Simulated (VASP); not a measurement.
# RbCl (Fm-3m) in VASP: a series of runs, part 2 of 2

VASP 6.6.1.

### Step 4. Relaxation of cell and atoms, PBE

This run uses another cell than the first one, of 33.39 Å³/atom, 0.890 times its volume.

File INCAR:

```
SYSTEM = RbCl
PREC = Accurate
ENCUT = 500
EDIFF = 1E-7
ISMEAR = -1
SIGMA = 0.02
LREAL = .False.
LASPH = .True.
NELM = 120
ALGO = Normal
ISIF = 3
LWAVE = .False.
LCHARG = .False.
GGA = PE
IBRION = 2
NSW = 80
EDIFFG = -0.005
GGA_COMPAT = .False.
NELMIN = 4
```

File KPOINTS:

```
regular mesh
0
Gamma
  6 6 6
  0 0 0
```

File POSCAR:

```
RbCl
1.0
    0.0000000000      3.2200580000      3.2200580000
    3.2200580000      0.0000000000      3.2200580000
    3.2200580000      3.2200580000      0.0000000000
Rb Cl
1 1
Direct
    0.0000000000      0.0000000000      0.0000000000
    0.5000000000      0.5000000000      0.5000000000
```

Potentials or basis: VASP PAW PBE potentials, release 64 (Rb_sv, Cl).

Command:

```bash
$ cat potpaw_PBE.64/Rb_sv/POTCAR potpaw_PBE.64/Cl/POTCAR > POTCAR
$ mpirun -np 1 vasp_std > vasp.out
```

OUTCAR:

```text
SYSTEM = RbCl
   PREC = Accurate
   ENCUT = 500
   EDIFF = 1E-7
   ISMEAR = -1
   LREAL = .False.
   LASPH = .True.
   NELM = 120
   ISIF = 3
   GGA = PE
   IBRION = 2
   NSW = 80
   EDIFFG = -0.005
   NELMIN = 4

 ion  position               nearest neighbor table
   1  0.000  0.000  0.000-   2 3.22   2 3.22   2 3.22   2 3.22   2 3.22   2 3.22
   2  0.500  0.500  0.500-   1 3.22   1 3.22   1 3.22   1 3.22   1 3.22   1 3.22

  LATTYP: Found a face centered cubic cell.
 ALAT       =     6.4401160000

  Lattice vectors:

 A1 = (   0.0000000000,   3.2200580000,   3.2200580000)
 A2 = (   3.2200580000,   0.0000000000,   3.2200580000)
 A3 = (   3.2200580000,   3.2200580000,   0.0000000000)

Analysis of symmetry for initial positions (statically):
=====================================================================
 Subroutine PRICEL returns:
 Original cell was already a primitive cell.

 Routine SETGRP: Setting up the symmetry group for a
 face centered cubic supercell.

 Subroutine GETGRP returns: Found 48 space group operations
 (whereof 48 operations were pure point group operations)
 out of a pool of 48 trial point group operations.

The static configuration has the point symmetry O_h .

Analysis of symmetry for dynamics (positions and initial velocities):
=====================================================================
 Subroutine PRICEL returns:
 Original cell was already a primitive cell.

 Routine SETGRP: Setting up the symmetry group for a
 face centered cubic supercell.

 Subroutine GETGRP returns: Found 48 space group operations
 (whereof 48 operations were pure point group operations)
 out of a pool of 48 trial point group operations.

The dynamic configuration has the point symmetry O_h .

 Subroutine INISYM returns: Found 48 space group operations
 (whereof 48 operations are pure point group operations),
 and found     1 'primitive' translations

----------------------------------------------------------------------------------------

                                     Primitive cell

  volume of cell :      66.7761

  direct lattice vectors                    reciprocal lattice vectors
     0.000000000  3.220058000  3.220058000    -0.155276706  0.155276706  0.155276706
     3.220058000  0.000000000  3.220058000     0.155276706 -0.155276706  0.155276706
     3.220058000  3.220058000  0.000000000     0.155276706  0.155276706 -0.155276706

  length of vectors
     4.553849695  4.553849695  4.553849695     0.268947144  0.268947144  0.268947144

  position of ions in fractional coordinates (direct lattice)
     0.000000000  0.000000000  0.000000000
     0.500000000  0.500000000  0.500000000

  ion indices of the primitive-cell ions
   primitive index   ion index
                 1           1
                 2           2

----------------------------------------------------------------------------------------

 KPOINTS: regular mesh

Automatic generation of k-mesh.
 Grid dimensions read from file:
 generate k-points for:    6    6    6

 Generating k-lattice:

  Cartesian coordinates                     Fractional coordinates (reciprocal lattice)
    -0.025879451  0.025879451  0.025879451     0.166666667  0.000000000  0.000000000
     0.025879451 -0.025879451  0.025879451     0.000000000  0.166666667  0.000000000
     0.025879451  0.025879451 -0.025879451     0.000000000  0.000000000  0.166666667

  Length of vectors
     0.044824524  0.044824524  0.044824524

  Shift w.r.t. Gamma in fractional coordinates (k-lattice)
     0.000000000  0.000000000  0.000000000

 Subroutine IBZKPT returns following result:
 ===========================================

 Found     16 irreducible k-points:

 Following reciprocal coordinates:
            Coordinates               Weight
  0.000000  0.000000  0.000000      1.000000
  0.166667  0.000000  0.000000      8.000000
  0.333333  0.000000  0.000000      8.000000
  0.500000  0.000000  0.000000      4.000000
  0.166667  0.166667  0.000000      6.000000
  0.333333  0.166667  0.000000     24.000000
[... 8 lines left out ...]
 -0.333333  0.333333  0.166667     24.000000
 -0.333333  0.500000  0.166667     12.000000
   k-points           NKPTS =     16   k-points in BZ     NKDIM =     16   number of bands    NBANDS=     12
   number of dos      NEDOS =    301   number of ions     NIONS =      2
   total plane-waves  NPLWV =  46656
   dimension x,y,z NGX =    36 NGY =   36 NGZ =   36
   dimension x,y,z NGXF=    72 NGYF=   72 NGZF=   72
   ions per type =               1   1
   NGX,Y,Z   is equivalent  to a cutoff of  13.14, 13.14, 13.14 a.u.
   NGXF,Y,Z  is equivalent  to a cutoff of  26.28, 26.28, 26.28 a.u.
 SYSTEM =  RbCl
   PREC   = accura    normal or accurate (medium, high low for compatibility)
   ISTART =      0    job   : 0-new  1-cont  2-samecut
   ICHARG =      2    charge: 1-file 2-atom 10-const
   ISPIN  =      1    spin polarized calculation?
   LNONCOLLINEAR =      F non collinear calculations
   LSORBIT =      F    spin-orbit coupling
   LASPH  =      T    aspherical Exc in radial PAW
   ENCUT  =  500.0 eV  36.75 Ry    6.06 a.u.   8.30  8.30  8.30*2*pi/ulx,y,z
   NELM   =    120;   NELMIN=  4; NELMDL= -5     # of ELM steps
   EDIFF  = 0.1E-06   stopping-criterion for ELM
   LREAL  =      F    real-space projection
   EDIFFG = -.5E-02   stopping-criterion for IOM
   NSW    =     80    number of steps for IOM
   IBRION =      2    ionic relax: 0-MD 1-quasi-New 2-CG
   NFREE  =      1    steps in history (QN), initial steepest desc. (CG)
   ISIF   =      3    stress and relaxation
   ISYM   =      2    0-nonsym 1-usesym 2-fastsym
   POTIM  = 0.5000    time-step for ionic-motion
   TEBEG  =    0.0;   TEEND  =   0.0 temperature during run
   PSTRESS=    0.0 pullay stress
   NELECT =      16.0000    total number of electrons
   NUPDOWN=      -1.0000    fix difference up-down
   EMIN   =  10.00;   EMAX   =-10.00  energy-range for DOS
   EFERMI =   0.00;   METHOD = LEGACY
   ISMEAR =    -1;   SIGMA  =   0.02  broadening in eV -4-tet -1-fermi 0-gaus
   EFERMI_NEDOS =   21; number of points for ismear=-14 and -15
   IALGO  =     38    algorithm
   IMIX   =      4    mixing-type and parameters
     AMIX     =   0.40;   BMIX     =  1.00
     AMIX_MAG =   1.60;   BMIX_MAG =  1.00
  volume/ion in A,a.u.               =      33.39       225.31
  Fermi-wavevector in a.u.,A,eV,Ry     =   1.016813  1.921498 14.067184  1.033909
  Thomas-Fermi vector in A             =   2.150178
   LORBIT       =      0    0 simple, 1 ext, 2 COOP (PROOUT), +10 PAW based schemes
   GGA     = PE    functional components
   LHFCALC =     F    Hartree Fock is set to
   AEXX    =    0.0000 exact exchange contribution
   IVDW    =     0    specifies the selected vdW correction
   LEPSILON=     F    determine dielectric tensor
   LRPA    =     F    only Hartree local field effects (RPA)
 conjugate gradient relaxation of ions
 non-spin polarized calculation
  energy-cutoff  :      500.00
  volume of cell :       66.78
 maximum number of plane-waves:      1711
 NGX is ok and might be reduce to    36
   NGX = 17   NGY = 17   NGZ = 17

--------------------------------------- Ionic step        1  -------------------------------------------

 number of electron      15.9999999 magnetization

 Free energy of the ion-electron system (eV)
  ---------------------------------------------------
  ext. energy  EPLUGINS =         0.00000000
  ---------------------------------------------------
  free energy    TOTEN  =        -6.62146232 eV

  energy without entropy =       -6.62146232  energy(sigma->0) =       -6.62146232

------------------------ aborting loop because EDIFF is reached ----------------------------------------

  FORCE on cell =-STRESS in cart. coord.  units (eV):
  Direction    XX          YY          ZZ          XY          YZ          ZX
  --------------------------------------------------------------------------------------
  -------------------------------------------------------------------------------------
  Total        0.9426355      0.9426355      0.9426355      0.0000000      0.0000000     -0.0000000
  in kB       22.6169109     22.6169109     22.6169109      0.0000000      0.0000000     -0.0000000
  external PRESSURE =      22.6169109 kB  Pullay stress =       0.0000000 kB
[... 93 lines left out ...]
  energy  without entropy=       -6.6730455984  energy(sigma->0) =       -6.67304560

--------------------------------------- Ionic step        4  -------------------------------------------

 number of electron      16.0000000 magnetization

 Free energy of the ion-electron system (eV)
  ---------------------------------------------------
  ext. energy  EPLUGINS =         0.00000000
  ---------------------------------------------------
  free energy    TOTEN  =        -6.67345299 eV

  energy without entropy =       -6.67345299  energy(sigma->0) =       -6.67345299

 E-fermi :  -1.6050     XC(G=0):  -7.1423

 val. band max:       -2.0666053916   @ k =   0.0000   0.0000   0.0000
 cond. band min:       2.7665333213   @ k =   0.0000   0.0000   0.0000
 fundamental gap:      4.8331387129
 Fermi energy:        -1.6049776912

 k-point     1 :       0.0000    0.0000    0.0000
  band No.  band energies     occupation
      1     -26.1178      2.00000
      2     -14.0205      2.00000
      3     -10.1667      2.00000
      4     -10.1667      2.00000
      5     -10.1667      2.00000
      6      -2.0666      2.00000
      7      -2.0666      2.00000
      8      -2.0666      2.00000
      9       2.7665      0.00000
     10       5.8864      0.00000
     11       5.8864      0.00000
     12       5.8864      0.00000
[... 252 lines left out ...]
  FREE ENERGIE OF THE ION-ELECTRON SYSTEM (eV)
  ---------------------------------------------------
  free  energy   TOTEN  =        -6.6734529943 eV

  energy  without entropy=       -6.6734529943  energy(sigma->0) =       -6.67345299

 reached required accuracy - stopping structural energy minimisation
```

CONTCAR:

```text
RbCl
   1.00000000000000
     0.0000000000000000    3.3489551019977313    3.3489551019977313
     3.3489551019977313    0.0000000000000000    3.3489551019977313
     3.3489551019977313    3.3489551019977313   -0.0000000000000000
  Rb              Cl
     1     1
Direct
     0.0000000000000000    0.0000000000000000    0.0000000000000000
     0.5000000000000000    0.5000000000000000    0.5000000000000000

  0.00000000E+00  0.00000000E+00  0.00000000E+00
  0.00000000E+00  0.00000000E+00  0.00000000E+00
```

Run time: 20 s. Hardware: 1 thread of Intel Xeon 6975P-C (Granite Rapids), shared host; peak memory 0.21 GiB.

What came out:

```
Free energy                            : -6.6735 eV
Relaxed volume                         : 37.56 Å³/atom
Relaxed cell                           : a = 4.736 Å, b = 4.736 Å, c = 4.736 Å, α = 60.00°, β = 60.00°, γ = 60.00°
Space group after relaxing (to 0.05 Å) : Fm-3m (No. 225)
Energy gained by relaxing              : 26.0 meV/atom
Ionic steps                            : 4
Pressure after relaxing                : 0.0 GPa
Band gap on the k mesh                 : 4.83 eV, direct
```

The path:
```csv
step,energy change (eV),largest force (eV/Å),pressure (GPa),volume (Å³)
1,0.0000,0.0000,2.26,66.78
2,-0.0433,0.0000,0.81,71.44
3,-0.0516,0.0000,-0.16,75.89
4,-0.0520,0.0000,-0.02,75.12
```

Final structure:
```xyz
2
Lattice="0.0000 3.3490 3.3490 3.3490 0.0000 3.3490 3.3490 3.3490 0.0000" Properties=species:S:1:pos:R:3 pbc="T T T"
Rb    0.0000    0.0000    0.0000
Cl    3.3490    3.3490    3.3490
```

### Step 5. Summary

| task | level | cell | cutoff (eV) | gap on the mesh (eV) | pressure (GPa) |
| --- | --- | --- | --- | --- | --- |
| single point | PBE | a = 4.735 Å, angles 60.0°, 2 atoms | 500 | 4.84 | 0.0 |
| single point | r2SCAN | a = 4.675 Å, angles 60.0°, 2 atoms | 550 | 5.56 | 0.0 |
| relaxation of cell and atoms | PBE | relaxed from a = 4.554 Å, angles 60.0°, 2 atoms | 500 | 4.83 | 0.0 |

Alike in all rows: potentials or basis VASP PAW PBE potentials, release 64 (Rb_sv, Cl); no spin polarisation; k mesh 6 × 6 × 6; smearing fermi-dirac 0.02 eV.

Caveats: the PAW data sets were made with another functional, which shifts forces and pressure a little (some runs).

Absolute energies hang on the potentials; compare differences alone.
